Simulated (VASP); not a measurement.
MgO, 4 atoms in the cell. It takes space group P6_3mc (No. 186, hexagonal). Conventional cell: a = 3.319 Å, b = 3.319 Å, c = 4.999 Å, α = 90.00°, β = 90.00°, γ = 120.00°. Mg (site symmetry 3m) has 4 O at 1.98 to 2.00 Å within 2.6 Å. O (site symmetry 3m) has 4 Mg at 1.98 to 2.00 Å within 2.6 Å. 

```yaml
Program: VASP 6.6.1
Task: single point
Functional: LDA
Potentials_or_basis: VASP PAW LDA potentials, release 64 (Mg, O)
Cutoff: 520 eV
k_mesh: 7 × 7 × 4
Occupations: gaussian, width 0.01 eV
Spin: no spin polarisation
Dipole_correction: no
Further_INCAR_settings: ALGO = Normal; EDIFF = 1e-07; NBANDS = 16
```

Potentials or basis: VASP PAW LDA potentials, release 64 (Mg, O).

Launch:

```console
$ cat potpaw_LDA.64/Mg/POTCAR potpaw_LDA.64/O/POTCAR > POTCAR
$ mpirun -np 1 vasp_std > vasp.out
```

Hardware: 1 thread of AMD EPYC 7R43 64-Core Processor (Zen 3) (shared host).

How long does it take, and how much memory?

It took 25 s on 1 thread of AMD EPYC 7R43 64-Core Processor (Zen 3) (shared host), peak memory 0.12 GiB. Counts: scf iterations 13, k points 24.
